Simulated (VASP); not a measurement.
# Ta (Immm) in VASP: single point with PBE

Aim: the single point of Ta with PBE.

Program: VASP 6.6.1. These are calculated values, not measurements. Logs are shortened: lines on timing, memory, paths and dates and some standing lists are left out, and cuts for length are marked.

## (1) The cell of the first run

The structure is orthorhombic, space group Immm (No. 71). Conventional cell: a = 3.187 Å, b = 3.303 Å, c = 3.418 Å, α = 90.00°, β = 90.00°, γ = 90.00°. Ta (site symmetry mmm) has 14 Ta at 2.86 to 3.42 Å within 3.8 Å.

## (2) Single point, PBE (strain +0.0350 x Voigt [1, -1, 0, 0, 0, 0])

Input file INCAR:

```
ALGO = Fast
EDIFF = 1E-6
ENCUT = 520
GGA = PE
ISIF = 2
ISMEAR = 0
LASPH = True
LCHARG = True
LELF = True
LREAL = False
LVHAR = True
LWAVE = False
NBANDS = 12
NELM = 100
PREC = Accurate
SIGMA = 0.15
```

Input file KPOINTS:

```
k-points
0
Gamma
  20 20 20
```

Input file POSCAR:

```
Ta
1.0
   -1.7090748000      1.5934852000      1.6512800000
    1.7090748000     -1.5934852000      1.6512800000
    1.7090748000      1.5934852000     -1.6512800000
Ta
1
Direct
    0.0000000000      0.0000000000      0.0000000000
```

Potentials or basis: VASP PAW PBE potentials, release 64 (Ta_pv).

On the command line:

```
cat potpaw_PBE.64/Ta_pv/POTCAR > POTCAR
mpirun -np 1 vasp_std > vasp.out
```

OUTCAR:

```text
EDIFF = 1E-6
   ENCUT = 520
   GGA = PE
   ISIF = 2
   ISMEAR = 0
   LASPH = True
   LREAL = False
   NELM = 100
   PREC = Accurate

 ion  position               nearest neighbor table
   1  0.000  0.000  0.000-

  LATTYP: Found a body centered orthorhombic cell.
 ALAT       =     3.1869704000
 B/A-ratio  =     1.0362694301
 C/A-ratio  =     1.0725388601

  Lattice vectors:

 A1 = (  -1.7090748000,  -1.5934852000,  -1.6512800000)
 A2 = (  -1.7090748000,   1.5934852000,   1.6512800000)
 A3 = (   1.7090748000,   1.5934852000,  -1.6512800000)

Analysis of symmetry for initial positions (statically):
=====================================================================
 Subroutine PRICEL returns:
 Original cell was already a primitive cell.

 Routine SETGRP: Setting up the symmetry group for a
 body centered orthorhombic supercell.

 Subroutine GETGRP returns: Found  8 space group operations
 (whereof  8 operations were pure point group operations)
 out of a pool of  8 trial point group operations.

The static configuration has the point symmetry D_2h.

Analysis of symmetry for dynamics (positions and initial velocities):
=====================================================================
 Subroutine PRICEL returns:
 Original cell was already a primitive cell.

 Routine SETGRP: Setting up the symmetry group for a
 body centered orthorhombic supercell.

 Subroutine GETGRP returns: Found  8 space group operations
 (whereof  8 operations were pure point group operations)
 out of a pool of  8 trial point group operations.

The dynamic configuration has the point symmetry D_2h.

 Subroutine INISYM returns: Found  8 space group operations
 (whereof  8 operations are pure point group operations),
 and found     1 'primitive' translations

----------------------------------------------------------------------------------------

                                     Primitive cell

  volume of cell :      17.9883

  direct lattice vectors                    reciprocal lattice vectors
    -1.709074800  1.593485200  1.651280000     0.000000000  0.313777624  0.302795407
     1.709074800 -1.593485200  1.651280000     0.292555949  0.000000000  0.302795407
     1.709074800  1.593485200 -1.651280000     0.292555949  0.313777624  0.000000000

  length of vectors
     2.861268494  2.861268494  2.861268494     0.436052125  0.421039240  0.429005106

  position of ions in fractional coordinates (direct lattice)
     0.000000000  0.000000000  0.000000000

  ion indices of the primitive-cell ions
   primitive index   ion index
                 1           1

----------------------------------------------------------------------------------------

 KPOINTS: k-points

Automatic generation of k-mesh.
 Grid dimensions read from file:
 generate k-points for:   20   20   20

 Generating k-lattice:

  Cartesian coordinates                     Fractional coordinates (reciprocal lattice)
     0.000000000  0.015688881  0.015139770     0.050000000  0.000000000  0.000000000
     0.014627797  0.000000000  0.015139770     0.000000000  0.050000000  0.000000000
     0.014627797  0.015688881  0.000000000     0.000000000  0.000000000  0.050000000

  Length of vectors
     0.021802606  0.021051962  0.021450255

  Shift w.r.t. Gamma in fractional coordinates (k-lattice)
     0.000000000  0.000000000  0.000000000

 Subroutine IBZKPT returns following result:
 ===========================================

 Found   1166 irreducible k-points:

 Following reciprocal coordinates:
            Coordinates               Weight
  0.000000  0.000000  0.000000      1.000000
  0.050000 -0.000000  0.000000      4.000000
  0.100000 -0.000000  0.000000      4.000000
  0.150000  0.000000  0.000000      4.000000
  0.200000 -0.000000  0.000000      4.000000
  0.250000  0.000000 -0.000000      4.000000
[... 16 lines left out ...]
 -0.450000  0.050000  0.000000      8.000000
 -0.400000  0.050000 -0.000000      8.000000
 [... further k-points ...]
   k-points           NKPTS =   1166   k-points in BZ     NKDIM =   1166   number of bands    NBANDS=     12
   number of dos      NEDOS =    301   number of ions     NIONS =      1
   total plane-waves  NPLWV =  13824
   dimension x,y,z NGX =    24 NGY =   24 NGZ =   24
   dimension x,y,z NGXF=    48 NGYF=   48 NGZF=   48
   ions per type =               1
   NGX,Y,Z   is equivalent  to a cutoff of  13.94, 13.94, 13.94 a.u.
   NGXF,Y,Z  is equivalent  to a cutoff of  27.89, 27.89, 27.89 a.u.
 SYSTEM =  unknown system
   PREC   = accura    normal or accurate (medium, high low for compatibility)
   ISTART =      0    job   : 0-new  1-cont  2-samecut
   ICHARG =      2    charge: 1-file 2-atom 10-const
   ISPIN  =      1    spin polarized calculation?
   LNONCOLLINEAR =      F non collinear calculations
   LSORBIT =      F    spin-orbit coupling
   LASPH  =      T    aspherical Exc in radial PAW
   ENCUT  =  520.0 eV  38.22 Ry    6.18 a.u.   5.32  5.32  5.32*2*pi/ulx,y,z
   NELM   =    100;   NELMIN=  2; NELMDL= -5     # of ELM steps
   EDIFF  = 0.1E-05   stopping-criterion for ELM
   LREAL  =      F    real-space projection
   EDIFFG = 0.1E-04   stopping-criterion for IOM
   NSW    =      0    number of steps for IOM
   IBRION =     -1    ionic relax: 0-MD 1-quasi-New 2-CG
   NFREE  =      0    steps in history (QN), initial steepest desc. (CG)
   ISIF   =      2    stress and relaxation
   ISYM   =      2    0-nonsym 1-usesym 2-fastsym
   POTIM  = 0.5000    time-step for ionic-motion
   TEBEG  =    0.0;   TEEND  =   0.0 temperature during run
   PSTRESS=    0.0 pullay stress
   NELECT =      11.0000    total number of electrons
   NUPDOWN=      -1.0000    fix difference up-down
   EMIN   =  10.00;   EMAX   =-10.00  energy-range for DOS
   EFERMI =   0.00;   METHOD = LEGACY
   ISMEAR =     0;   SIGMA  =   0.15  broadening in eV -4-tet -1-fermi 0-gaus
   EFERMI_NEDOS =   21; number of points for ismear=-14 and -15
   IALGO  =     68    algorithm
   IMIX   =      4    mixing-type and parameters
     AMIX     =   0.40;   BMIX     =  1.00
     AMIX_MAG =   1.60;   BMIX_MAG =  1.00
  volume/ion in A,a.u.               =      17.99       121.39
  Fermi-wavevector in a.u.,A,eV,Ry     =   1.389555  2.625878 26.270993  1.930864
  Thomas-Fermi vector in A             =   2.513575
   LORBIT       =      0    0 simple, 1 ext, 2 COOP (PROOUT), +10 PAW based schemes
   GGA     = PE    functional components
   LHFCALC =     F    Hartree Fock is set to
   AEXX    =    0.0000 exact exchange contribution
   IVDW    =     0    specifies the selected vdW correction
   LEPSILON=     F    determine dielectric tensor
   LRPA    =     F    only Hartree local field effects (RPA)
 non-spin polarized calculation
 RMM-DIIS sequential band-by-band and
 Gauss-broadening in eV      SIGMA  =   0.15
  energy-cutoff  :      520.00
  volume of cell :       17.99
 maximum number of plane-waves:       496
 NGX is ok and might be reduce to    24
   NGX = 11   NGY = 11   NGZ = 11

 number of electron      11.0000000 magnetization

 Free energy of the ion-electron system (eV)
  ---------------------------------------------------
  ext. energy  EPLUGINS =         0.00000000
  ---------------------------------------------------
  free energy    TOTEN  =       -11.80142427 eV

  energy without entropy =      -11.78640712  energy(sigma->0) =      -11.79391570

 E-fermi :   5.5098     XC(G=0): -12.6242

 val. band max:        5.5066166498   @ k =  -0.2000   0.2000   0.2000
 cond. band min:       5.5100378351   @ k =   0.1500   0.3500  -0.0000
 fundamental gap:      0.0034211853
 Fermi energy:         5.5098266788

 k-point     1 :       0.0000    0.0000    0.0000
  band No.  band energies     occupation
      1     -27.5747      2.00000
      2     -27.5710      2.00000
      3     -27.5593      2.00000
      4      -2.4242      2.00000
      5       5.8123      0.00435
      6       6.2948      0.00000
      7       6.7009      0.00000
      8       8.9431      0.00000
      9       9.9991      0.00000
     10      19.9336      0.00000
     11      20.5247      0.00000
     12      21.2141      0.00000

 k-point     2 :       0.0500   -0.0000    0.0000
  band No.  band energies     occupation
      1     -27.5973      2.00000
      2     -27.5851      2.00000
      3     -27.5655      2.00000
      4      -2.3074      2.00000
      5       5.8144      0.00408
      6       6.3200      0.00000
      7       6.6651      0.00000
      8       8.9512      0.00000
      9       9.8799      0.00000
     10      20.1460      0.00000
     11      20.7263      0.00000
     12      21.4107      0.00000

 k-point     3 :       0.1000   -0.0000    0.0000
  band No.  band energies     occupation
      1     -27.6865      2.00000
      2     -27.6152      2.00000
      3     -27.5696      2.00000
      4      -1.9666      2.00000
      5       5.6810      0.10654
      6       6.5318      0.00000
      7       6.5512      0.00000
      8       8.9808      0.00000
      9       9.6264      0.00000
     10      20.7634      0.00000
     11      21.1381      0.00000
     12      22.0323      0.00000

 k-point     4 :       0.1500    0.0000    0.0000
  band No.  band energies     occupation
      1     -27.8240      2.00000
      2     -27.6617      2.00000
      3     -27.5749      2.00000
      4      -1.4320      2.00000
      5       5.3776      1.78745
      6       6.2596      0.00000
      7       7.0601      0.00000
      8       9.0514      0.00000
      9       9.4376      0.00000
     10      20.1985      0.00000
     11      21.4877      0.00000
     12      21.7358      0.00000

 k-point     5 :       0.2000   -0.0000    0.0000
  band No.  band energies     occupation
      1     -27.9932      2.00000
      2     -27.7198      2.00000
      3     -27.5815      2.00000
      4      -0.7591      2.00000
      5       4.9993      2.00000
      6       5.8862      0.00039
      7       7.7911      0.00000
      8       9.1976      0.00000
      9       9.4106      0.00000
     10      20.1973      0.00000
     11      21.4904      0.00000
     12      23.0011      0.00000
[... 228 lines left out ...]
      1     -28.7181      2.00000
      2     -27.9894      2.00000
      3     -27.6233      2.00000
      4       1.2159      2.00000
      5       3.5727      2.00000
      6       7.1197      0.00000
      7       9.8253      0.00000
      8      10.8677      0.00000
      9      13.3841      0.00000
     10      17.2918      0.00000
     11      17.6656      0.00000
     12      21.6040      0.00000

 k-point    22 :       0.5000    0.0500    0.0000
  band No.  band energies     occupation
      1     -28.7192      2.00000
      2     -27.9891      2.00000
      3     -27.6240      2.00000
      4       1.2161      2.00000
      5       3.5701      2.00000
      6       7.1155      0.00000
      7       9.8182      0.00000
      8      10.9238      0.00000
      9      13.3711      0.00000
     10      17.3634      0.00000
     11      17.5451      0.00000
     12      21.6152      0.00000

 k-point    23 :      -0.4500    0.0500    0.0000
  band No.  band energies     occupation
      1     -28.6699      2.00000
      2     -27.9688      2.00000
      3     -27.6224      2.00000
      4       1.2177      2.00000
      5       3.6605      2.00000
      6       6.6048      0.00000
      7       9.8126      0.00000
      8      10.7969      0.00000
      9      12.6692      0.00000
     10      17.8959      0.00000
     11      18.0691      0.00000
     12      20.2116      0.00000

 k-point    24 :      -0.4000    0.0500   -0.0000
  band No.  band energies     occupation
      1     -28.5740      2.00000
      2     -27.9303      2.00000
      3     -27.6185      2.00000
      4       1.1512      2.00000
      5       3.8404      2.00000
      6       5.9485      0.00004
      7       9.6695      0.00000
      8      10.5645      0.00000
      9      11.6100      0.00000
     10      18.6464      0.00000
     11      19.2295      0.00000
     12      20.2192      0.00000

 [... further k-points ...]
[... 5 lines left out ...]
  --------------------------------------------------------------------------------------
  -------------------------------------------------------------------------------------
  Total        0.0147069      0.8447534      0.4298321      0.0000000     -0.0000000      0.0000000
  in kB        1.3099151     75.2403367     38.2842025      0.0000000     -0.0000000      0.0000000
  external PRESSURE =      38.2781514 kB  Pullay stress =       0.0000000 kB

 VOLUME and BASIS-vectors are now :
 -----------------------------------------------------------------------------
  energy-cutoff  :      520.00
  volume of cell :       17.99
      direct lattice vectors                 reciprocal lattice vectors
    -1.709074800  1.593485200  1.651280000     0.000000000  0.313777624  0.302795407
     1.709074800 -1.593485200  1.651280000     0.292555949  0.000000000  0.302795407
     1.709074800  1.593485200 -1.651280000     0.292555949  0.313777624  0.000000000

 POSITION                                       TOTAL-FORCE (eV/Angst)
 -----------------------------------------------------------------------------------
      0.00000      0.00000      0.00000         0.000000      0.000000      0.000000
 -----------------------------------------------------------------------------------
    total drift:                                0.000000      0.000000     -0.000000

  FREE ENERGIE OF THE ION-ELECTRON SYSTEM (eV)
  ---------------------------------------------------
  free  energy   TOTEN  =       -11.8014242737 eV

  energy  without entropy=      -11.7864071189  energy(sigma->0) =      -11.79391570
```

It took 2.7 min on 1 thread of Intel Xeon 8259CL, shared host; peak memory 0.35 GiB.

Results:

```
Free energy            : -11.8014 eV
Pressure               : 3.8 GPa
Band gap on the k mesh : zero (an odd number of electrons rules out a gap without spin polarisation)
```

Levels at points of the mesh, in eV from the Fermi level:
```
           k point  band 2  band 3  band 4  band 5  band 6  band 7  band 8  band 9
(0.00, 0.00, 0.00)  -33.08  -33.07   -7.93    0.30    0.78    1.19    3.43    4.49
(0.50, 0.00, 0.00)  -33.49  -33.12   -4.37   -1.98    1.85    4.35    5.35    7.87
(0.00, 0.50, 0.00)  -33.41  -33.06   -4.42   -1.06    1.33    3.21    4.69    7.68
(0.50, 0.50, 0.00)  -33.46  -33.10   -4.39   -1.55    1.60    3.61    5.25    7.73
(0.50, 0.50, 0.50)  -33.90  -33.81   -3.91   -3.73    6.70    6.84    6.99    7.78
```

Caveat: the cell differs from its parent crystal (strain +0.0350 x Voigt [1, -1, 0, 0, 0, 0]); the stress differs along the axes, from 0 to 8 GPa; spin-orbit coupling is left out, which moves the levels of the heavy elements.
